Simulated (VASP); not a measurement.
# CaTi3 (Fm-3m) in VASP: further runs

Runs on CaTi3. Level: PBE. Tasks: single point.

Everything below comes from runs of VASP 6.6.1. Logs are shortened: lines on timing, memory, paths and dates and some standing lists are left out, and cuts for length are marked.

**1. The cell of the first run**

Symmetry: Fm-3m, No. 225, cubic system. Conventional cell: a = 6.911 Å, b = 6.911 Å, c = 6.911 Å, α = 90.00°, β = 90.00°, γ = 90.00°. Within 3.9 Å of Ca (site symmetry m-3m) lie 14 Ti at 2.99 to 3.46 Å. Within 3.9 Å of Ti (site symmetry -43m) lie 4 Ca at 2.99 Å and 10 Ti at 2.99 to 3.46 Å. Within 3.9 Å of Ti (site symmetry m-3m) lie 8 Ti at 2.99 Å and 6 Ca at 3.46 Å.

The cell was generated, and may not be a known phase.

**2. Single point, PBE**

INCAR

```
ALGO     = Normal         # electronic algorithm
EDIFF    = 1E-6           # SCF threshold, eV
ENCUT    = 500            # plane-wave cutoff, eV
GGA      = PE             # functional
GGA_COMPAT= F            
ISIF     = 2              # what is computed and relaxed
ISMEAR   = 0              # smearing method
LASPH    = T              # aspherical terms in the spheres
LCHARG   = F              # write CHGCAR
LREAL    = F              # projectors in reciprocal space
LWAVE    = F              # write WAVECAR
NBANDS   = 31             # bands
NELM     = 120            # most SCF steps
PREC     = Accurate       # precision mode
SIGMA    = 0.1            # smearing width, eV
```

KPOINTS

```
k-points
0
Gamma
  4 4 4
```

POSCAR

```
CaTi3
1.0
    0.0000000000      3.4553342845      3.4553342845
    3.4553342845      0.0000000000      3.4553342845
    3.4553342845      3.4553342845      0.0000000000
Ca Ti
1 3
Direct
    0.0000000000      0.0000000000      0.0000000000
    0.2500000000      0.2500000000      0.2500000000
    0.7500000000      0.7500000000      0.7500000000
    0.5000000000      0.5000000000      0.5000000000
```

Potentials or basis: VASP PAW PBE potentials, release 64 (Ca_sv, Ti_sv).

On the command line:

```
cat potpaw_PBE.64/Ca_sv/POTCAR potpaw_PBE.64/Ti_sv/POTCAR > POTCAR
mpirun -np 1 vasp_std > vasp.out
```

OUTCAR:

```text
EDIFF = 1E-6
   ENCUT = 500
   GGA = PE
   ISIF = 2
   ISMEAR = 0
   LASPH = T
   LREAL = F
   NELM = 120
   PREC = Accurate

 ion  position               nearest neighbor table
   1  0.000  0.000  0.000-   3 2.99   3 2.99   3 2.99   2 2.99   3 2.99   2 2.99   2 2.99   2 2.99

   2  0.250  0.250  0.250-   1 2.99   1 2.99   1 2.99   1 2.99
   3  0.750  0.750  0.750-   1 2.99   1 2.99   1 2.99   1 2.99
   4  0.500  0.500  0.500-

  LATTYP: Found a face centered cubic cell.
 ALAT       =     6.9106685690

  Lattice vectors:

 A1 = (   0.0000000000,   3.4553342845,   3.4553342845)
 A2 = (   3.4553342845,   0.0000000000,   3.4553342845)
 A3 = (   3.4553342845,   3.4553342845,   0.0000000000)

Analysis of symmetry for initial positions (statically):
=====================================================================
 Subroutine PRICEL returns:
 Original cell was already a primitive cell.

 Routine SETGRP: Setting up the symmetry group for a
 face centered cubic supercell.

 Subroutine GETGRP returns: Found 48 space group operations
 (whereof 48 operations were pure point group operations)
 out of a pool of 48 trial point group operations.

The static configuration has the point symmetry O_h .

Analysis of symmetry for dynamics (positions and initial velocities):
=====================================================================
 Subroutine PRICEL returns:
 Original cell was already a primitive cell.

 Routine SETGRP: Setting up the symmetry group for a
 face centered cubic supercell.

 Subroutine GETGRP returns: Found 48 space group operations
 (whereof 48 operations were pure point group operations)
 out of a pool of 48 trial point group operations.

The dynamic configuration has the point symmetry O_h .

 Subroutine INISYM returns: Found 48 space group operations
 (whereof 48 operations are pure point group operations),
 and found     1 'primitive' translations

----------------------------------------------------------------------------------------

                                     Primitive cell

  volume of cell :      82.5088

  direct lattice vectors                    reciprocal lattice vectors
     0.000000000  3.455334285  3.455334285    -0.144703800  0.144703800  0.144703800
     3.455334285  0.000000000  3.455334285     0.144703800 -0.144703800  0.144703800
     3.455334285  3.455334285  0.000000000     0.144703800  0.144703800 -0.144703800

  length of vectors
     4.886580608  4.886580608  4.886580608     0.250634333  0.250634333  0.250634333

  position of ions in fractional coordinates (direct lattice)
     0.000000000  0.000000000  0.000000000
     0.250000000  0.250000000  0.250000000
     0.750000000  0.750000000  0.750000000
     0.500000000  0.500000000  0.500000000

  ion indices of the primitive-cell ions
   primitive index   ion index
                 1           1
                 2           2
                 3           3
                 4           4

----------------------------------------------------------------------------------------

 KPOINTS: k-points

Automatic generation of k-mesh.
 Grid dimensions read from file:
 generate k-points for:    4    4    4

 Generating k-lattice:

  Cartesian coordinates                     Fractional coordinates (reciprocal lattice)
    -0.036175950  0.036175950  0.036175950     0.250000000  0.000000000  0.000000000
     0.036175950 -0.036175950  0.036175950     0.000000000  0.250000000  0.000000000
     0.036175950  0.036175950 -0.036175950     0.000000000  0.000000000  0.250000000

  Length of vectors
     0.062658583  0.062658583  0.062658583

  Shift w.r.t. Gamma in fractional coordinates (k-lattice)
     0.000000000  0.000000000  0.000000000

 Subroutine IBZKPT returns following result:
 ===========================================

 Found      8 irreducible k-points:

 Following reciprocal coordinates:
            Coordinates               Weight
  0.000000  0.000000  0.000000      1.000000
  0.250000  0.000000  0.000000      8.000000
  0.500000  0.000000  0.000000      4.000000
  0.250000  0.250000  0.000000      6.000000
  0.500000  0.250000  0.000000     24.000000
 -0.250000  0.250000  0.000000     12.000000
  0.500000  0.500000  0.000000      3.000000
 -0.250000  0.500000  0.250000      6.000000
   k-points           NKPTS =      8   k-points in BZ     NKDIM =      8   number of bands    NBANDS=     31
   number of dos      NEDOS =    301   number of ions     NIONS =      4
   total plane-waves  NPLWV =  46656
   dimension x,y,z NGX =    36 NGY =   36 NGZ =   36
   dimension x,y,z NGXF=    72 NGYF=   72 NGZF=   72
   ions per type =               1   3
   NGX,Y,Z   is equivalent  to a cutoff of  12.25, 12.25, 12.25 a.u.
   NGXF,Y,Z  is equivalent  to a cutoff of  24.50, 24.50, 24.50 a.u.
 SYSTEM =  unknown system
   PREC   = accura    normal or accurate (medium, high low for compatibility)
   ISTART =      0    job   : 0-new  1-cont  2-samecut
   ICHARG =      2    charge: 1-file 2-atom 10-const
   ISPIN  =      1    spin polarized calculation?
   LNONCOLLINEAR =      F non collinear calculations
   LSORBIT =      F    spin-orbit coupling
   LASPH  =      T    aspherical Exc in radial PAW
   ENCUT  =  500.0 eV  36.75 Ry    6.06 a.u.   8.91  8.91  8.91*2*pi/ulx,y,z
   NELM   =    120;   NELMIN=  2; NELMDL= -5     # of ELM steps
   EDIFF  = 0.1E-05   stopping-criterion for ELM
   LREAL  =      F    real-space projection
   EDIFFG = 0.1E-04   stopping-criterion for IOM
   NSW    =      0    number of steps for IOM
   IBRION =     -1    ionic relax: 0-MD 1-quasi-New 2-CG
   NFREE  =      0    steps in history (QN), initial steepest desc. (CG)
   ISIF   =      2    stress and relaxation
   ISYM   =      2    0-nonsym 1-usesym 2-fastsym
   POTIM  = 0.5000    time-step for ionic-motion
   TEBEG  =    0.0;   TEEND  =   0.0 temperature during run
   PSTRESS=    0.0 pullay stress
   NELECT =      46.0000    total number of electrons
   NUPDOWN=      -1.0000    fix difference up-down
   EMIN   =  10.00;   EMAX   =-10.00  energy-range for DOS
   EFERMI =   0.00;   METHOD = LEGACY
   ISMEAR =     0;   SIGMA  =   0.10  broadening in eV -4-tet -1-fermi 0-gaus
   EFERMI_NEDOS =   21; number of points for ismear=-14 and -15
   IALGO  =     38    algorithm
   IMIX   =      4    mixing-type and parameters
     AMIX     =   0.40;   BMIX     =  1.00
     AMIX_MAG =   1.60;   BMIX_MAG =  1.00
  volume/ion in A,a.u.               =      20.63       139.20
  Fermi-wavevector in a.u.,A,eV,Ry     =   1.347392  2.546202 24.700912  1.815466
  Thomas-Fermi vector in A             =   2.475147
   LORBIT       =      0    0 simple, 1 ext, 2 COOP (PROOUT), +10 PAW based schemes
   GGA     = PE    functional components
   LHFCALC =     F    Hartree Fock is set to
   AEXX    =    0.0000 exact exchange contribution
   IVDW    =     0    specifies the selected vdW correction
   LEPSILON=     F    determine dielectric tensor
   LRPA    =     F    only Hartree local field effects (RPA)
 non-spin polarized calculation
 Gauss-broadening in eV      SIGMA  =   0.10
  energy-cutoff  :      500.00
  volume of cell :       82.51
 maximum number of plane-waves:      2120
   NGX = 17   NGY = 17   NGZ = 17

 number of electron      45.9999982 magnetization

 Free energy of the ion-electron system (eV)
  ---------------------------------------------------
  ext. energy  EPLUGINS =         0.00000000
  ---------------------------------------------------
  free energy    TOTEN  =       -23.03077478 eV

  energy without entropy =      -22.96450264  energy(sigma->0) =      -22.99763871

 E-fermi :   6.2433     XC(G=0): -10.5887

 val. band max:        6.1999328286   @ k =   0.5000   0.0000   0.0000
 cond. band min:       6.2630486101   @ k =   0.5000   0.2500   0.0000
 fundamental gap:      0.0631157815
 Fermi energy:         6.2432990765

 k-point     1 :       0.0000    0.0000    0.0000
  band No.  band energies     occupation
      1     -50.6056      2.00000
      2     -50.5861      2.00000
      3     -50.3265      2.00000
      4     -33.6592      2.00000
      5     -26.8760      2.00000
      6     -26.8760      2.00000
[... 23 lines left out ...]
     30       8.6062      0.00000
     31       8.6374      0.00000

 k-point     2 :       0.2500    0.0000    0.0000
  band No.  band energies     occupation
      1     -50.6015      2.00000
      2     -50.5881      2.00000
      3     -50.3287      2.00000
      4     -33.6600      2.00000
      5     -26.8938      2.00000
      6     -26.8860      2.00000
[... 23 lines left out ...]
     30       8.5151      0.00000
     31       8.6914      0.00000

 k-point     3 :       0.5000    0.0000    0.0000
  band No.  band energies     occupation
      1     -50.5944      2.00000
      2     -50.5930      2.00000
      3     -50.3309      2.00000
      4     -33.6608      2.00000
      5     -26.8933      2.00000
      6     -26.8933      2.00000
[... 23 lines left out ...]
     30       8.4807      0.00000
     31       8.7323      0.00000

 k-point     4 :       0.2500    0.2500    0.0000
  band No.  band energies     occupation
      1     -50.6005      2.00000
      2     -50.5883      2.00000
      3     -50.3294      2.00000
      4     -33.6602      2.00000
      5     -26.9132      2.00000
      6     -26.9132      2.00000
[... 23 lines left out ...]
     30       8.6154      0.00000
     31       8.6225      0.00000

 k-point     5 :       0.5000    0.2500    0.0000
  band No.  band energies     occupation
      1     -50.5952      2.00000
      2     -50.5914      2.00000
      3     -50.3317      2.00000
      4     -33.6610      2.00000
      5     -26.9198      2.00000
      6     -26.9130      2.00000
[... 23 lines left out ...]
     30       8.4422      0.00000
     31       8.5048      0.00000

 k-point     6 :      -0.2500    0.2500    0.0000
  band No.  band energies     occupation
      1     -50.5967      2.00000
      2     -50.5906      2.00000
      3     -50.3309      2.00000
      4     -33.6608      2.00000
      5     -26.9109      2.00000
      6     -26.8973      2.00000
[... 23 lines left out ...]
     30       8.4589      0.00000
     31       8.5840      0.00000

 k-point     7 :       0.5000    0.5000    0.0000
  band No.  band energies     occupation
      1     -50.5952      2.00000
      2     -50.5906      2.00000
      3     -50.3325      2.00000
      4     -33.6612      2.00000
      5     -26.9373      2.00000
      6     -26.9373      2.00000
[... 23 lines left out ...]
     30       8.2652      0.00000
     31       8.2656      0.00000

 k-point     8 :      -0.2500    0.5000    0.2500
  band No.  band energies     occupation
      1     -50.5929      2.00000
      2     -50.5929      2.00000
      3     -50.3325      2.00000
      4     -33.6613      2.00000
      5     -26.9339      2.00000
      6     -26.8877      2.00000
[... 23 lines left out ...]
     30       8.3758      0.00000
     31       8.4009      0.00000

------------------------ aborting loop because EDIFF is reached ----------------------------------------

  FORCE on cell =-STRESS in cart. coord.  units (eV):
  Direction    XX          YY          ZZ          XY          YZ          ZX
  --------------------------------------------------------------------------------------
  -------------------------------------------------------------------------------------
  Total       -0.1356694     -0.1356694     -0.1356694     -0.0000000     -0.0000000     -0.0000000
  in kB       -2.6344643     -2.6344643     -2.6344643     -0.0000000     -0.0000000     -0.0000000
  external PRESSURE =      -2.6344643 kB  Pullay stress =       0.0000000 kB

 VOLUME and BASIS-vectors are now :
 -----------------------------------------------------------------------------
  energy-cutoff  :      500.00
  volume of cell :       82.51
      direct lattice vectors                 reciprocal lattice vectors
     0.000000000  3.455334285  3.455334285    -0.144703800  0.144703800  0.144703800
     3.455334285  0.000000000  3.455334285     0.144703800 -0.144703800  0.144703800
     3.455334285  3.455334285  0.000000000     0.144703800  0.144703800 -0.144703800

 POSITION                                       TOTAL-FORCE (eV/Angst)
 -----------------------------------------------------------------------------------
      0.00000      0.00000      0.00000        -0.000000     -0.000000     -0.000000
      1.72767      1.72767      1.72767         0.000000      0.000000      0.000000
      5.18300      5.18300      5.18300        -0.000000     -0.000000     -0.000000
      3.45533      3.45533      3.45533        -0.000000     -0.000000     -0.000000
 -----------------------------------------------------------------------------------
    total drift:                                0.000000      0.000000      0.000000

  FREE ENERGIE OF THE ION-ELECTRON SYSTEM (eV)
  ---------------------------------------------------
  free  energy   TOTEN  =       -23.0307747773 eV

  energy  without entropy=      -22.9645026402  energy(sigma->0) =      -22.99763871
```

Run time: 72 s. Hardware: 1 thread of AMD EPYC 7R13, shared host; peak memory 0.18 GiB.

Results:

```
Free energy            : -23.0308 eV
Pressure               : -0.3 GPa
Band gap on the k mesh : zero (bands 23 and 24 overlap by 0.40 eV)
```

Caveat: the k points lie up to 0.39 Å⁻¹ apart.

**3. Single point, PBE**

This run uses another cell than the first one, of 22.29 Å³/atom.

INCAR

```
SYSTEM = CaTi3
ALGO = Normal
EDIFF = 1E-6
ENCUT = 500
GGA = PE
GGA_COMPAT = .False.
ISIF = 2
ISMEAR = 0
LASPH = .True.
LCHARG = .False.
LREAL = .False.
LWAVE = .False.
NBANDS = 31
NELM = 120
PREC = Accurate
SIGMA = 0.1
```

KPOINTS

```
k-points
0
Gamma
  4 4 4
  0 0 0
```

POSCAR

```
CaTi3
1.0
    0.0000000000      3.5459760400      3.5459760400
    3.5459760400      0.0000000000      3.5459760400
    3.5459760400      3.5459760400      0.0000000000
Ca Ti
1 3
Direct
    0.0000000000      0.0000000000      0.0000000000
    0.2500000000      0.2500000000      0.2500000000
    0.7500000000      0.7500000000      0.7500000000
    0.5000000000      0.5000000000      0.5000000000
```

Potentials or basis: VASP PAW PBE potentials, release 64 (Ca_sv, Ti_sv).

On the command line:

```
cat potpaw_PBE.64/Ca_sv/POTCAR potpaw_PBE.64/Ti_sv/POTCAR > POTCAR
mpirun -np 1 vasp_std > vasp.out
```

It took 73 s on 1 thread of AMD EPYC 7R13, shared host; peak memory 0.21 GiB.

The run converged. Its results:

```
Free energy            : -22.9278 eV
Pressure               : -4.6 GPa
Band gap on the k mesh : zero (bands 23 and 24 overlap by 0.38 eV)
```

Levels at points of the mesh, in eV from the Fermi level:
```tsv
k point	band 21	band 22	band 23	band 24	band 25	band 26
(0.00, 0.00, 0.00)	-0.42	-0.42	-0.24	-0.24	-0.24	1.20
(0.50, 0.00, 0.00)	-0.48	-0.48	-0.28	-0.04	-0.04	0.34
(0.50, 0.50, 0.00)	-0.09	-0.09	-0.05	0.64	0.64	0.71
```

Caveat: the k points lie up to 0.38 Å⁻¹ apart.

The gap in the log of VASP goes by the Fermi energy; the results here count the filled bands.